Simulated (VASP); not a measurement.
A run of VASP 6.6.1 is set up as follows.

INCAR

```
PREC = Accurate ; ENCUT = 520
EDIFF = 1E-6 ; ISMEAR = 1
SIGMA = 0.2 ; LREAL = False
LASPH = True ; NELM = 60
ALGO = Normal ; ISIF = 2
LWAVE = False ; LCHARG = False
LDIPOL = True ; IDIPOL = 3
DIPOL = 0.5 0.5 0.500 ; GGA = PS
NBANDS = 36
```

The input KPOINTS:

```
Automatic mesh
0
Gamma
  9 9 1
```

File POSCAR:

```
BiTe2
1.0
    4.3808388080      0.0000000000      0.0000000000
   -2.1904194040      3.7939176976      0.0000000000
    0.0000000000      0.0000000000     25.1077656495
Te Bi
4 2
Direct
    0.6666666667      0.3333333333      0.2987123627
    0.3333333333      0.6666666667      0.4476575435
    0.6666666667      0.3333333333      0.5523424565
    0.3333333333      0.6666666667      0.7012876373
    0.0000000000      0.0000000000      0.3790161249
    0.0000000000      0.0000000000      0.6209838751
```

Potentials or basis: VASP PAW PBE potentials, release 64 (Te, Bi_d).

Run with:

```sh
$ cat potpaw_PBE.64/Te/POTCAR potpaw_PBE.64/Bi_d/POTCAR > POTCAR
$ mpirun -np 1 vasp_std > vasp.out
```

Question: Estimate the largest force.

Answer: 1.091 eV/Å.

Question: Predict the band gap on the k mesh.

Answer: Zero (bands 27 and 28 overlap by 0.29 eV).

Forces on the atoms (eV/Å):
```
Te   0.000  0.000  0.666
Te   0.000  0.000  0.731
Te   0.000  0.000 -0.731
Te   0.000  0.000 -0.666
Bi   0.000  0.000 -1.091
Bi   0.000  0.000  1.091
```

Caveat: the PAW data sets were made with another functional, which shifts forces and pressure a little; spin-orbit coupling is left out, which moves the levels of the heavy elements.
